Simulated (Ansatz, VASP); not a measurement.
# NaF in VASP and in Ansatz

INCAR

```
SYSTEM = NaF
PREC = Accurate ; ENCUT = 520
EDIFF = 1E-8 ; ISMEAR = -1
SIGMA = 0.02 ; LREAL = .FALSE.
LASPH = .TRUE. ; NELM = 80
ALGO = Normal ; ISIF = 2
LWAVE = .FALSE. ; LCHARG = .FALSE.
LEFG = .TRUE. ; NBANDS = 14
```

File KPOINTS:

```
regular mesh
0
G
  10 10 10
  0 0 0
```

POSCAR

```
NaF
1.0
    0.0000000000      2.3233000000      2.3000670000
    2.3233000000      0.0000000000      2.3000670000
    2.3233000000      2.3233000000      0.0000000000
Na F
1 1
Direct
    0.0000000000      0.0000000000      0.0000000000
    0.5000000000      0.5000000000      0.5000000000
```

Input for Ansatz:

```yaml
crystal:
  lattice:
    - [0.0, 2.3233, 2.300067]
    - [2.3233, 0.0, 2.300067]
    - [2.3233, 2.3233, 0.0]
  atoms:
    - { symbol: Na, position: [0.0, 0.0, 0.0] }
    - { symbol: F, position: [0.5, 0.5, 0.5] }
kpoints:
  mp_grid: { grid: [10, 10, 10] }
scf:
  occupations: { method: fermi_dirac, width: 0.02 }
hamiltonian:
  xc: lda
  pseudopotentials: { kind: paw }
output:
  forces: true
  stress: true
  eigenvalues: true
  efg: { contact_densities: true }
```

Change from the starting cell: zz strain of -1 %, PAW files.

Alike in both runs: task electric field gradients; functional LDA; k mesh 10 × 10 × 10; occupations fermi-dirac, width 0.02 eV; no spin polarisation.

```csv
,VASP,Ansatz
version,VASP 6.6.1,Ansatz 0.2.0
potentials or method,"VASP PAW LDA potentials, release 64 (Na_pv, F)","PAW with Ansatz's default frozen-core files, scalar-relativistic"
plane-wave cutoff (eV),520,420
valence electrons in the cell,14,16
```

```tsv
	VASP	Ansatz	Ansatz less VASP
gap on the k mesh at the Fermi level (eV)	5.96	5.99	+0.022
pressure (GPa)	-4.3	-4.2	+0.08
traceless stress, the component that is largest in VASP (GPa)	0.47	0.45	-0.015
size of Vzz on the site where it differs most (V/Å²)	1.5	1.4	-0.09
```

LDA's correlation is that of Perdew and Zunger in VASP and of Perdew and Wang (1992) in Ansatz. VASP's potentials hold 14 valence electrons a cell and Ansatz's 16, so a difference there can come from the potentials and not from the codes.
